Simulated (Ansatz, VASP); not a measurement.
## Two plane-wave programs on Na

```
CELL_PARAMETERS angstrom
-1.86357 1.86357 2.74270
1.86357 -1.86357 2.74270
1.86357 1.86357 -2.74270
ATOMIC_POSITIONS crystal
Na 0.00000 0.00000 0.00000
```

Alike in both runs: task single point; functional PBEsol; k mesh 16 × 16 × 16; occupations gaussian, width 0.15 eV; no spin polarisation.

|  | VASP | Ansatz |
| --- | --- | --- |
| version | VASP 6.6.1 | Ansatz 0.2.0 |
| potentials or method | VASP PAW PBE potentials, release 64 (Na_pv), cutoff 520 eV | scalar-relativistic, plane waves, PAW |
| valence electrons in the cell | 7 | 9 |

VASP gave:

- gap on the k mesh at the Fermi level (eV): none
- pressure (GPa): -0.4
- traceless stress, the component that is largest in VASP (GPa): -0.09

**Question.** What did Ansatz give for the same quantities?

**Answer.** gap on the k mesh at the Fermi level (eV): none; pressure (GPa): -0.3; traceless stress, the component that is largest in VASP (GPa): -0.09.

VASP's potentials were made for PBE, not for PBEsol. A gap of «none» marks a metal or a gap that the smearing closes. The functional is the same, so the differences come from potentials, cutoffs and numerics. VASP's potentials hold 7 valence electrons a cell and Ansatz's 9, so a difference there can come from the potentials and not from the codes.
